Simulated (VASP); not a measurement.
# Ti (Fm-3m) in VASP: a series of runs, part 2 of 2

VASP 6.6.1.

**3. Relaxation of cell and atoms, LDA**

This run uses another cell than the first one, of 16.73 Å³/atom.

File INCAR:

```
PREC = Accurate
ENCUT = 600
EDIFF = 1E-7
ISMEAR = 0
SIGMA = 0.1
LREAL = False
LASPH = True
NELM = 80
ALGO = Normal
ISIF = 3
LWAVE = False
LCHARG = False
GGA = CA
IBRION = 2
NSW = 100
EDIFFG = -0.005
```

File KPOINTS:

```
regular mesh
0
Gamma
  18 18 18
```

File POSCAR:

```
Ti
1.0
    0.0000000000      2.0300000000      2.0300000000
    2.0300000000      0.0000000000      2.0300000000
    2.0300000000      2.0300000000      0.0000000000
Ti
1
Direct
    0.0000000000      0.0000000000      0.0000000000
```

Potentials or basis: VASP PAW LDA potentials, release 64 (Ti_sv).

Run with:

```sh
$ cat potpaw_LDA.64/Ti_sv/POTCAR > POTCAR
$ mpirun -np 1 vasp_std > vasp.out
```

OUTCAR:

```text
PREC = Accurate
   ENCUT = 600
   EDIFF = 1E-7
   ISMEAR = 0
   LREAL = False
   LASPH = True
   NELM = 80
   ISIF = 3
   GGA = CA
   IBRION = 2
   NSW = 100
   EDIFFG = -0.005

 ion  position               nearest neighbor table
   1  0.000  0.000  0.000-

  LATTYP: Found a face centered cubic cell.
 ALAT       =     4.0600000000

  Lattice vectors:

 A1 = (   0.0000000000,   2.0300000000,   2.0300000000)
 A2 = (   2.0300000000,   0.0000000000,   2.0300000000)
 A3 = (   2.0300000000,   2.0300000000,   0.0000000000)

Analysis of symmetry for initial positions (statically):
=====================================================================
 Subroutine PRICEL returns:
 Original cell was already a primitive cell.

 Routine SETGRP: Setting up the symmetry group for a
 face centered cubic supercell.

 Subroutine GETGRP returns: Found 48 space group operations
 (whereof 48 operations were pure point group operations)
 out of a pool of 48 trial point group operations.

The static configuration has the point symmetry O_h .

Analysis of symmetry for dynamics (positions and initial velocities):
=====================================================================
 Subroutine PRICEL returns:
 Original cell was already a primitive cell.

 Routine SETGRP: Setting up the symmetry group for a
 face centered cubic supercell.

 Subroutine GETGRP returns: Found 48 space group operations
 (whereof 48 operations were pure point group operations)
 out of a pool of 48 trial point group operations.

The dynamic configuration has the point symmetry O_h .

 Subroutine INISYM returns: Found 48 space group operations
 (whereof 48 operations are pure point group operations),
 and found     1 'primitive' translations

----------------------------------------------------------------------------------------

                                     Primitive cell

  volume of cell :      16.7309

  direct lattice vectors                    reciprocal lattice vectors
     0.000000000  2.030000000  2.030000000    -0.246305419  0.246305419  0.246305419
     2.030000000  0.000000000  2.030000000     0.246305419 -0.246305419  0.246305419
     2.030000000  2.030000000  0.000000000     0.246305419  0.246305419 -0.246305419

  length of vectors
     2.870853532  2.870853532  2.870853532     0.426613499  0.426613499  0.426613499

  position of ions in fractional coordinates (direct lattice)
     0.000000000  0.000000000  0.000000000

  ion indices of the primitive-cell ions
   primitive index   ion index
                 1           1

----------------------------------------------------------------------------------------

 KPOINTS: regular mesh

Automatic generation of k-mesh.
 Grid dimensions read from file:
 generate k-points for:   18   18   18

 Generating k-lattice:

  Cartesian coordinates                     Fractional coordinates (reciprocal lattice)
    -0.013683634  0.013683634  0.013683634     0.055555556  0.000000000  0.000000000
     0.013683634 -0.013683634  0.013683634     0.000000000  0.055555556  0.000000000
     0.013683634  0.013683634 -0.013683634     0.000000000  0.000000000  0.055555556
[... 46 lines left out ...]
   NGXF,Y,Z  is equivalent  to a cutoff of  27.80, 27.80, 27.80 a.u.
 SYSTEM =  unknown system
   PREC   = accura    normal or accurate (medium, high low for compatibility)
   ISTART =      0    job   : 0-new  1-cont  2-samecut
   ICHARG =      2    charge: 1-file 2-atom 10-const
   ISPIN  =      1    spin polarized calculation?
   LNONCOLLINEAR =      F non collinear calculations
   LSORBIT =      F    spin-orbit coupling
   LASPH  =      T    aspherical Exc in radial PAW
   ENCUT  =  600.0 eV  44.10 Ry    6.64 a.u.   5.73  5.73  5.73*2*pi/ulx,y,z
   NELM   =     80;   NELMIN=  2; NELMDL= -5     # of ELM steps
   EDIFF  = 0.1E-06   stopping-criterion for ELM
   LREAL  =      F    real-space projection
   EDIFFG = -.5E-02   stopping-criterion for IOM
   NSW    =    100    number of steps for IOM
   IBRION =      2    ionic relax: 0-MD 1-quasi-New 2-CG
   NFREE  =      1    steps in history (QN), initial steepest desc. (CG)
   ISIF   =      3    stress and relaxation
   ISYM   =      2    0-nonsym 1-usesym 2-fastsym
   POTIM  = 0.5000    time-step for ionic-motion
   TEBEG  =    0.0;   TEEND  =   0.0 temperature during run
   PSTRESS=    0.0 pullay stress
   NELECT =      12.0000    total number of electrons
   NUPDOWN=      -1.0000    fix difference up-down
   EMIN   =  10.00;   EMAX   =-10.00  energy-range for DOS
   EFERMI =   0.00;   METHOD = LEGACY
   ISMEAR =     0;   SIGMA  =   0.10  broadening in eV -4-tet -1-fermi 0-gaus
   EFERMI_NEDOS =   21; number of points for ismear=-14 and -15
   IALGO  =     38    algorithm
   IMIX   =      4    mixing-type and parameters
     AMIX     =   0.40;   BMIX     =  1.00
     AMIX_MAG =   1.60;   BMIX_MAG =  1.00
  volume/ion in A,a.u.               =      16.73       112.91
  Fermi-wavevector in a.u.,A,eV,Ry     =   1.465421  2.769245 29.217967  2.147460
  Thomas-Fermi vector in A             =   2.581280
   LORBIT       =      0    0 simple, 1 ext, 2 COOP (PROOUT), +10 PAW based schemes
   GGA     = CA    functional components
   LHFCALC =     F    Hartree Fock is set to
   AEXX    =    0.0000 exact exchange contribution
   IVDW    =     0    specifies the selected vdW correction
   LEPSILON=     F    determine dielectric tensor
   LRPA    =     F    only Hartree local field effects (RPA)
 conjugate gradient relaxation of ions
 non-spin polarized calculation
 Gauss-broadening in eV      SIGMA  =   0.10
  energy-cutoff  :      600.00
  volume of cell :       16.73
 maximum number of plane-waves:       568
   NGX = 11   NGY = 11   NGZ = 11

--------------------------------------- Ionic step        1  -------------------------------------------

 number of electron      12.0000002 magnetization

 Free energy of the ion-electron system (eV)
  ---------------------------------------------------
  ext. energy  EPLUGINS =         0.00000000
  ---------------------------------------------------
  free energy    TOTEN  =        -8.49121431 eV

  energy without entropy =       -8.48268294  energy(sigma->0) =       -8.48694862

------------------------ aborting loop because EDIFF is reached ----------------------------------------

  FORCE on cell =-STRESS in cart. coord.  units (eV):
  Direction    XX          YY          ZZ          XY          YZ          ZX
  --------------------------------------------------------------------------------------
  -------------------------------------------------------------------------------------
  Total       -0.5302360     -0.5302360     -0.5302360     -0.0000000     -0.0000000     -0.0000000
  in kB      -50.7763723    -50.7763723    -50.7763723     -0.0000000     -0.0000000     -0.0000000
  external PRESSURE =     -50.7763723 kB  Pullay stress =       0.0000000 kB
[... 57 lines left out ...]
--------------------------------------- Ionic step        3  -------------------------------------------

 number of electron      11.9999999 magnetization

 Free energy of the ion-electron system (eV)
  ---------------------------------------------------
  ext. energy  EPLUGINS =         0.00000000
  ---------------------------------------------------
  free energy    TOTEN  =        -8.50339201 eV

  energy without entropy =       -8.49551353  energy(sigma->0) =       -8.49945277

 E-fermi :   8.8969     XC(G=0): -12.1855

 val. band max:        8.8893917357   @ k =   0.5000   0.3333   0.1667
 cond. band min:       8.8987835664   @ k =   0.2222   0.1111   0.0000
 fundamental gap:      0.0093918307
 Fermi energy:         8.8968692138

 k-point     1 :       0.0000    0.0000    0.0000
  band No.  band energies     occupation
      1     -46.9983      2.00000
      2     -23.1140      2.00000
      3     -23.1140      2.00000
      4     -23.1140      2.00000
      5       2.6938      2.00000
      6       9.7836      0.00000
      7       9.7836      0.00000
      8       9.7836      0.00000
      9      11.5845      0.00000
     10      11.5845      0.00000
[... 287 lines left out ...]
 k-point    24 :      -0.2222    0.0556    0.0000
  band No.  band energies     occupation
      1     -46.9106      2.00000
      2     -23.5510      2.00000
      3     -23.1972      2.00000
      4     -23.1583      2.00000
      5       4.5577      2.00000
      6       8.9196      0.74739
      7      10.0337      0.00000
      8      10.1414      0.00000
      9      11.3691      0.00000
     10      11.9158      0.00000

 [... further k-points ...]

------------------------ aborting loop because EDIFF is reached ----------------------------------------

  FORCE on cell =-STRESS in cart. coord.  units (eV):
  Direction    XX          YY          ZZ          XY          YZ          ZX
  --------------------------------------------------------------------------------------
  -------------------------------------------------------------------------------------
  Total        0.0020959      0.0020959      0.0020959      0.0000000      0.0000000     -0.0000000
  in kB        0.2100180      0.2100180      0.2100180      0.0000000      0.0000000     -0.0000000
  external PRESSURE =       0.2100180 kB  Pullay stress =       0.0000000 kB
[... 16 lines left out ...]
  FREE ENERGIE OF THE ION-ELECTRON SYSTEM (eV)
  ---------------------------------------------------
  free  energy   TOTEN  =        -8.5033920145 eV

  energy  without entropy=       -8.4955135330  energy(sigma->0) =       -8.49945277

 reached required accuracy - stopping structural energy minimisation
```

OSZICAR:

```text
N       E                     dE             d eps       ncg     rms          rms(c)
DAV:   1     0.819540629054E+02    0.81954E+02   -0.75060E+03  3900   0.161E+03
DAV:   2    -0.496083064087E+01   -0.86915E+02   -0.85460E+02  3986   0.330E+02
DAV:   3    -0.935367221066E+01   -0.43928E+01   -0.43388E+01  5294   0.760E+01
[... 30 lines left out ...]
DAV:   5    -0.850299509278E+01   -0.44306E-02   -0.92496E-03  5496   0.534E-01    0.107E-01
DAV:   6    -0.850326950350E+01   -0.27441E-03   -0.41265E-04  4256   0.202E-01    0.475E-02
DAV:   7    -0.850339297621E+01   -0.12347E-03   -0.33904E-04  5372   0.171E-01    0.174E-02
DAV:   8    -0.850339209668E+01    0.87953E-06   -0.16632E-05  4276   0.426E-02    0.309E-03
DAV:   9    -0.850339201453E+01    0.82143E-07   -0.57011E-07  4014   0.860E-03
   3 F= -.85033920E+01 E0= -.84994528E+01  d E =-.121777E-01
```

Run time: 28 s. Hardware: 1 thread of Intel Xeon 6975P-C (Granite Rapids), shared host; peak memory 0.17 GiB.

Results:

```yaml
Free_energy: -8.5034 eV
Relaxed_volume: 15.99 Å³/atom
Relaxed_cell: a = 2.828 Å, b = 2.828 Å, c = 2.828 Å, α = 60.00°, β = 60.00°, γ = 60.00°
Space_group_after_relaxing_to_0.1_Å: Fm-3m (No. 225)
Energy_gained_by_relaxing: 12.2 meV/atom
Ionic_steps: 3
Pressure_after_relaxing: 0.0 GPa
Band_gap_on_the_k_mesh: zero (bands 6 and 7 overlap by 1.40 eV)
```

Step by step:
| step | energy change (eV) | largest force (eV/Å) | pressure (GPa) | volume (Å³) |
| --- | --- | --- | --- | --- |
| 1 | 0.0000 | 0.0000 | -5.08 | 16.73 |
| 2 | -0.0058 | 0.0000 | 4.12 | 15.48 |
| 3 | -0.0122 | 0.0000 | 0.02 | 15.99 |

Final structure:
```xyz
1
Lattice="0.0000 1.9995 1.9995 1.9995 0.0000 1.9995 1.9995 1.9995 0.0000" Properties=species:S:1:pos:R:3 pbc="T T T"
Ti    0.0000    0.0000    0.0000
```

Levels at points of the mesh, in eV from the Fermi level:
| k point | band 2 | band 3 | band 4 | band 5 | band 6 | band 7 | band 8 | band 9 | band 10 |
| --- | --- | --- | --- | --- | --- | --- | --- | --- | --- |
| (0.00, 0.00, 0.00) | -32.01 | -32.01 | -32.01 | -6.20 | 0.89 | 0.89 | 0.89 | 2.69 | 2.69 |
| (0.50, 0.00, 0.00) | -32.91 | -32.12 | -32.12 | -2.78 | 0.74 | 0.74 | 0.96 | 3.92 | 3.92 |
| (0.50, 0.50, 0.00) | -32.85 | -32.32 | -32.32 | -2.89 | -1.97 | 3.32 | 3.89 | 4.25 | 4.25 |

LDA usually gives volumes a few per cent too small. Zero-point motion and thermal expansion aren't in these numbers.
